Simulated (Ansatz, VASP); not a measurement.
# Ni3GeC: VASP beside Ansatz

File INCAR:

```
SYSTEM = Ni3GeC
  PREC = Accurate
  ENCUT = 520
  EDIFF = 1E-7
  ISMEAR = -1
  SIGMA = 0.05
  LREAL = .False.
  LASPH = .True.
  NELM = 150
  ALGO = Normal
  ISIF = 2
  LWAVE = .False.
  LCHARG = .False.
  ISPIN = 2
  MAGMOM = 1 1 1 0 0
  LORBIT = 11
  LMAXMIX = 4
  GGA = PS
  NBANDS = 36
```

KPOINTS

```
Automatic mesh
0
Gamma
  5 5 5
  0 0 0
```

POSCAR

```
Ni3GeC
1.0
    3.8087090000      0.0000000000      0.0000000000
    0.0000000000      3.8087090000      0.0000000000
    0.0000000000      0.0000000000      3.8087090000
Ni Ge C
3 1 1
Direct
    0.0000000000      0.5000000000      0.5000000000
    0.5000000000      0.5000000000      0.0000000000
    0.5000000000      0.0000000000      0.5000000000
   -0.0131278079      0.0000000000      0.0000000000
    0.5000000000      0.5000000000      0.5000000000
```

Input for Ansatz:

```yaml
crystal:
  lattice:
    - [3.808709, 0.0, 0.0]
    - [0.0, 3.808709, 0.0]
    - [0.0, 0.0, 3.808709]
  atoms:
    - { symbol: Ni, position: [0.0, 0.5, 0.5] }
    - { symbol: Ni, position: [0.5, 0.5, 0.0] }
    - { symbol: Ni, position: [0.5, 0.0, 0.5] }
    - { symbol: Ge, position: [-0.013127807874006654, 0.0, 0.0] }
    - { symbol: C, position: [0.5, 0.5, 0.5] }
kpoints:
  mp_grid:
    grid: [5, 5, 5]
hamiltonian:
  xc: pbesol
magnetization:
  spin_polarized: true
  per_species:
    Ni: 1.0
scf:
  occupations:
    method: fermi_dirac
    width: 0.05
output:
  forces: true
```

Alike in both runs: task single point; functional PBEsol; k mesh 5 × 5 × 5; occupations fermi-dirac, width 0.05 eV; collinear spin.

|  | VASP | Ansatz |
| --- | --- | --- |
| version | VASP 6.6.1 | Ansatz 0.2.0 |
| potentials or method | VASP PAW PBE potentials, release 64 (Ni, Ge_d, C) | plane waves, PAW |
| plane-wave cutoff (eV) | 520 | 420 |
| valence electrons in the cell | 48 | 72 |

Ansatz gave:

| Property | Result |
| --- | --- |
| rms of the force components (eV/Å) | 0.035 |
| net moment per atom (μB) | 0.00 |

Task: Estimate VASP's values.

Result: rms of the force components (eV/Å): 0.036; net moment per atom (μB): 0.00.

VASP's potentials were made for PBE, not for PBEsol. Atom by atom the forces differ by 0.001 eV/Å (rms over components). With one functional, cell and mesh, what is left measures potentials, basis and numerics. VASP's potentials hold 48 valence electrons a cell and Ansatz's 72, so a difference there can come from the potentials and not from the codes. Ansatz's warnings: seeded moment not kept.
